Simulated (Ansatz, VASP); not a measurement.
# TaN in VASP and in Ansatz

File POSCAR:

```
TaN
1.0
    2.9217699809      0.0000000000      0.0000000000
   -1.4608849905      2.5303270275      0.0000000000
    0.0000000000      0.0000000000      5.9165150000
Ta N
2 2
Direct
    0.0000000000      0.0000000000      0.5000000000
    0.0000000000      0.0000000000      0.0000000000
    0.3333333333      0.6666666667      0.2500000000
    0.6666666667      0.3333333333      0.7500000000
```

File INCAR.step1:

```
SYSTEM = TaN
PREC     = Accurate       ! precision mode
ENCUT    = 520            ! plane-wave cutoff, eV
EDIFF    = 1E-5           ! SCF threshold, eV
ISMEAR   = -1             ! smearing method
SIGMA    = 0.05           ! smearing width, eV
LREAL    = .False.        ! projectors in reciprocal space
LASPH    = .True.         ! aspherical terms in the spheres
NELM     = 80             ! most SCF steps
ALGO     = Normal         ! electronic algorithm
ISIF     = 2              ! what is computed and relaxed
LWAVE    = .True.         ! write WAVECAR
LCHARG   = .False.        ! write CHGCAR
NBANDS   = 24             ! bands
GGA      = PE             ! functional
```

The input INCAR.step2:

```
SYSTEM = TaN
PREC     = Accurate       ! precision mode
ENCUT    = 520            ! plane-wave cutoff, eV
EDIFF    = 1E-7           ! SCF threshold, eV
ISMEAR   = -1             ! smearing method
SIGMA    = 0.05           ! smearing width, eV
LREAL    = .False.        ! projectors in reciprocal space
LASPH    = .True.         ! aspherical terms in the spheres
NELM     = 80             ! most SCF steps
ALGO     = Normal         ! electronic algorithm
ISIF     = 2              ! what is computed and relaxed
LWAVE    = .False.        ! write WAVECAR
LCHARG   = .False.        ! write CHGCAR
METAGGA  = R2SCAN         ! meta-GGA
LHFCALC  = .True.         ! exact exchange
AEXX     = 0.25           ! exact-exchange fraction
LMIXTAU  = .True.       
PRECFOCK = Normal       
NBANDS   = 24             ! bands
ISTART   = 1
```

File KPOINTS:

```
Automatic mesh
0
Gamma
  6 6 3
  0 0 0
```

Contents of input.yaml:

```yaml
crystal:
  lattice:
    - [2.9217699809, 0.0, 0.0]
    - [-1.4608849905, 2.5303270275, 0.0]
    - [0.0, 0.0, 5.916515]
  atoms:
    - { symbol: Ta, position: [0.0, 0.0, 0.5] }
    - { symbol: Ta, position: [0.0, 0.0, 0.0] }
    - { symbol: "N", position: [0.3333333333, 0.6666666667, 0.25] }
    - { symbol: "N", position: [0.6666666667, 0.3333333333, 0.75] }
hamiltonian:
  xc: r2scan0
  pseudopotentials: { kind: paw }
kpoints:
  mp_grid: { grid: [6, 6, 3] }
scf:
  occupations: { method: fermi_dirac, width: 0.05 }
  n_extra_bands: 10
output:
  forces: true
  stress: true
  eigenvalues: true
  dos: { projected: true, de: 0.05 }
```

Alike in both runs: functional r2SCAN0; k mesh 6 × 6 × 3; occupations fermi-dirac, width 0.05 eV; no spin polarisation.

```csv
,VASP,Ansatz
version,VASP 6.6.1,Ansatz 0.2.0
potentials or method,"VASP PAW PBE potentials, release 64 (Ta_pv, N)",Ansatz PAW
plane-wave cutoff (eV),520,500
valence electrons in the cell,32,36
task,single point,projected density of states
```

Ansatz gave:

| Item | Value |
| --- | --- |
| gap on the k mesh at the Fermi level (eV) | none |
| pressure (GPa) | -12.1 |
| traceless stress, the component that is largest in VASP (GPa) | -1.63 |

Question: What did VASP give for the same quantities?

Answer: gap on the k mesh at the Fermi level (eV): none; pressure (GPa): -11.9; traceless stress, the component that is largest in VASP (GPa): -1.60.

VASP's potentials were made for PBE, not for r2SCAN0. A gap of «none» marks a metal or a gap that the smearing closes. VASP's potentials hold 32 valence electrons a cell and Ansatz's 36, so a difference there can come from the potentials and not from the codes.

The k mesh is coarse, so the values compare programs but aren't converged. Neither program's run includes spin-orbit coupling.
